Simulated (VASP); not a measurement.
Zr5O9 (a cell with a defect): single point with PBEsol

The system is Zr5O9 (a cell with a defect).

```xyz
14
Lattice="0.0000 0.0000 5.0644 -5.0644 -2.5322 2.5322 2.5322 -5.0644 2.5322" Properties=species:S:1:pos:R:3 pbc="T T T"
Zr   -2.5322   -5.0644    7.5965
Zr    2.5322   -5.0644    2.5322
Zr    0.0000   -2.5322    2.5322
Zr    0.0000   -5.0644    5.0644
Zr   -2.5322   -2.5322    5.0644
O    -3.7983   -3.7983    6.3304
O     1.2661   -3.7983    6.3304
O    -1.2661   -1.2661    1.2661
O    -1.2661   -3.7983    3.7983
O     0.8440   -4.0983    3.7983
O    -1.2661   -1.2661    3.7983
O    -1.2661   -3.7983    6.3304
O    -1.2661   -6.3304    8.8626
O    -3.7983   -3.7983    3.7983
```

This cell differs from its parent crystal: atom 10 moved -0.167 of the way to it and -0.300 Å across, host rigid.

| Property | Result |
| --- | --- |
| Program | VASP 6.6.1 |
| Task | single point |
| Functional | PBEsol |
| Potentials or basis | VASP PAW PBE potentials, release 64 (Zr_sv, O) |
| Cutoff | 520 eV |
| k mesh | 4 × 4 × 4 |
| Occupations | gaussian, width 0.05 eV |
| Spin | no spin polarisation |

```yaml
Largest_force: 8.449 eV/Å
```

Forces in eV/Å, atoms in the order of the input:
```
Zr  -1.681  3.280  3.188
Zr  -2.975 -3.189 -2.396
Zr  -0.928  0.071 -0.328
Zr  -0.256 -0.653  1.190
Zr   3.126 -2.233  2.061
O   -0.062 -0.851  0.193
O    0.778  0.535  0.189
O    0.570 -1.532 -0.051
O   -2.850  0.029 -0.413
O    6.404  4.466 -3.230
O   -1.263  0.322  0.644
O   -0.836 -1.689 -0.267
O   -0.386 -0.231 -0.231
O    0.357  1.675 -0.548
```

Levels at points of the mesh, in eV from the Fermi level:
```tsv
k point	band 54	band 55	band 56	band 57	band 58	band 59
(0.00, 0.00, 0.00)	-0.94	-0.77	-0.58	0.41	2.58	2.97
(0.50, 0.00, 0.00)	-1.15	-1.06	-0.43	1.18	2.55	2.88
(0.50, 0.50, 0.00)	-1.11	-0.96	-0.57	1.09	2.47	2.87
(0.50, 0.50, 0.50)	-1.16	-0.99	-0.59	0.90	2.59	2.92
(0.50, 0.00, 0.50)	-1.13	-0.97	-0.67	0.95	2.60	2.99
(0.00, 0.50, 0.00)	-0.75	-0.61	-0.46	0.50	2.41	2.86
(0.00, 0.00, 0.50)	-0.91	-0.71	-0.24	0.63	2.55	2.67
(0.00, 0.50, 0.50)	-0.90	-0.82	-0.41	1.07	2.56	2.81
```

Wall time 9.7 min on 1 thread of Intel(R) Xeon(R) Platinum 8259CL CPU @ 2.50GHz (Skylake/Cascade Lake), on a shared host, peak memory 0.45 GiB.

Caveat: the cell carries a net charge on a neutralising background, which shifts energy and pressure; the cell differs from its parent crystal (atom 10 moved -0.167 of the way to it and -0.300 Å across, host rigid); the cell is charged against a uniform background, so pressure and absolute levels hang on convention; the PAW data sets were made with another functional, which shifts forces and pressure a little.
